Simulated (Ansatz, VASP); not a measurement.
## One calculation of Cs, two programs

```
Cs
1.0
    -2.79542    2.79542    4.53355
     2.79542   -2.79542    4.53355
     2.79542    2.79542   -4.53355
Cs
1
Direct
  0.00000 0.00000 0.00000
```

Alike in both runs: task single point; functional PBE; k mesh 12 × 12 × 12; occupations gaussian, width 0.1 eV; no spin polarisation.

```csv
,VASP,Ansatz
version,VASP 6.6.1,Ansatz 0.2.0
potentials or method,"VASP PAW PBE potentials, release 64 (Cs_sv), cutoff 520 eV","scalar-relativistic, plane waves, PAW"
valence electrons in the cell,9,9
```

|  | VASP | Ansatz | Ansatz less VASP |
| --- | --- | --- | --- |
| gap on the k mesh at the Fermi level (eV) | none | none | - |
| pressure (GPa) | -0.3 | -0.3 | +0.01 |
| traceless stress, the component that is largest in VASP (GPa) | -0.07 | -0.07 | 0.000 |

A gap of «none» marks a metal or a gap that the smearing closes. With one functional, cell and mesh, what is left measures potentials, basis and numerics.

Spin-orbit coupling is off throughout.
